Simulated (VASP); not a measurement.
CuAu, 2 atoms in the cell. Symmetry: P4/mmm, No. 123, tetragonal system. Conventional cell: a = 2.800 Å, b = 2.800 Å, c = 3.560 Å, α = 90.00°, β = 90.00°, γ = 90.00°. Cu (site symmetry 4/mmm) has 8 Au at 2.66 Å and 4 Cu at 2.80 Å within 3.5 Å. Within 3.5 Å of Au (site symmetry 4/mmm) lie 8 Cu at 2.66 Å and 4 Au at 2.80 Å.  This cell differs from its parent crystal: strain +0.000 along x and y, -0.030 along z.

| Quantity | Value |
| --- | --- |
| Program | VASP 6.6.1 |
| Task | single point |
| Functional | PBE |
| Potentials or basis | VASP PAW PBE potentials, release 64 (Cu, Au) |
| Cutoff | 520 eV |
| k mesh | 18 × 18 × 14 |
| Occupations | gaussian, width 0.15 eV |
| Spin | no spin polarisation |
| Dipole correction | no |
| Further INCAR settings | ALGO = Fast; EDIFF = 1e-07; NBANDS = 18 |

Potentials or basis: VASP PAW PBE potentials, release 64 (Cu, Au).

Run with:

```sh
$ cat potpaw_PBE.64/Cu/POTCAR potpaw_PBE.64/Au/POTCAR > POTCAR
$ mpirun -np 1 vasp_std > vasp.out
```

Hardware: 1 thread of Intel(R) Xeon(R) Platinum 8481C CPU @ 2.70GHz (Sapphire Rapids), on a shared host.

Q: Estimate the wall time of this run.

A: Run time: 99 s on 1 thread of Intel(R) Xeon(R) Platinum 8481C CPU @ 2.70GHz (Sapphire Rapids), with other jobs on the host, peak memory 0.34 GiB. Counts: scf iterations 17, k points 440.
